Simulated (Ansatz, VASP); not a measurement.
# One calculation of MgCd5Se6, two programs

File INCAR:

```
  PREC = Accurate
  ENCUT = 520
  EDIFF = 1E-6
  ISMEAR = 0
  SIGMA = 0.1
  LREAL = False
  LASPH = True
  NELM = 60
  ALGO = Normal
  ISIF = 2
  LWAVE = False
  LCHARG = False
  GGA = PE
  NBANDS = 61
```

The input KPOINTS:

```
Automatic mesh
0
Gamma
  6 6 1
```

Contents of POSCAR:

```
MgCd5Se6
1.0
    4.1649741300      0.0000000000      0.0000000000
   -2.0824870600      3.6069734000      0.0000000000
    0.0000000000      0.0000000000     20.4041228100
Mg Cd Se
1 5 6
Direct
    0.0000000000      0.0000000000      0.0000000000
    0.3333333300      0.6666666700      0.8333333300
    0.6666666700      0.3333333300      0.6666666700
    0.0000000000      0.0000000000      0.5000000000
    0.3333333300      0.6666666700      0.3333333300
    0.6666666700      0.3333333300      0.1666666700
    0.6666666700      0.3333333300      0.9166666700
    0.0000000000      0.0000000000      0.7500000000
    0.3333333300      0.6666666700      0.5833333300
    0.6666666700      0.3333333300      0.4166666700
    0.0000000000      0.0000000000      0.2500000000
    0.3333333300      0.6666666700      0.0833333300
```

Input for Ansatz:

```yaml
crystal:
  lattice:
    - [4.16497413, 0.0, 0.0]
    - [-2.08248706, 3.6069734, 0.0]
    - [0.0, 0.0, 20.40412281]
  atoms:
    - { symbol: Mg, position: [0.0, 0.0, 0.0] }
    - { symbol: Cd, position: [0.33333333, 0.66666667, 0.83333333] }
    - { symbol: Cd, position: [0.66666667, 0.33333333, 0.66666667] }
    - { symbol: Cd, position: [0.0, 0.0, 0.5] }
    - { symbol: Cd, position: [0.33333333, 0.66666667, 0.33333333] }
    - { symbol: Cd, position: [0.66666667, 0.33333333, 0.16666667] }
    - { symbol: Se, position: [0.66666667, 0.33333333, 0.91666667] }
    - { symbol: Se, position: [0.0, 0.0, 0.75] }
    - { symbol: Se, position: [0.33333333, 0.66666667, 0.58333333] }
    - { symbol: Se, position: [0.66666667, 0.33333333, 0.41666667] }
    - { symbol: Se, position: [0.0, 0.0, 0.25] }
    - { symbol: Se, position: [0.33333333, 0.66666667, 0.08333333] }
basis:
  ecutwfc: 420
kpoints:
  mp_grid: { grid: [6, 6, 1] }
hamiltonian:
  xc: pbe
scf:
  occupations: { method: gaussian, width: 0.1 }
  lower_state_search: "off"
output:
  forces: true
  stress: true
  eigenvalues: true
```

Alike in both runs: task single point; functional PBE; k mesh 6 × 6 × 1; occupations gaussian, width 0.1 eV; no spin polarisation.

|  | VASP | Ansatz |
| --- | --- | --- |
| version | VASP 6.6.1 | Ansatz 0.2.0 |
| potentials or method | VASP PAW PBE potentials, release 64 (Mg, Cd, Se), cutoff 520 eV | scalar-relativistic, plane waves, PAW |
| valence electrons in the cell | 98 | 206 |

```csv
,VASP,Ansatz,Ansatz less VASP
gap on the k mesh at the Fermi level (eV),none,none,-
pressure (GPa),-4.4,-4.6,-0.18
rms of the force components (eV/Å),0.082,0.075,-0.0065
```

Atom by atom the forces differ by 0.006 eV/Å (rms over components). A gap of «none» marks a metal or a gap that the smearing closes. VASP's potentials hold 98 valence electrons a cell and Ansatz's 206, so a difference there can come from the potentials and not from the codes.
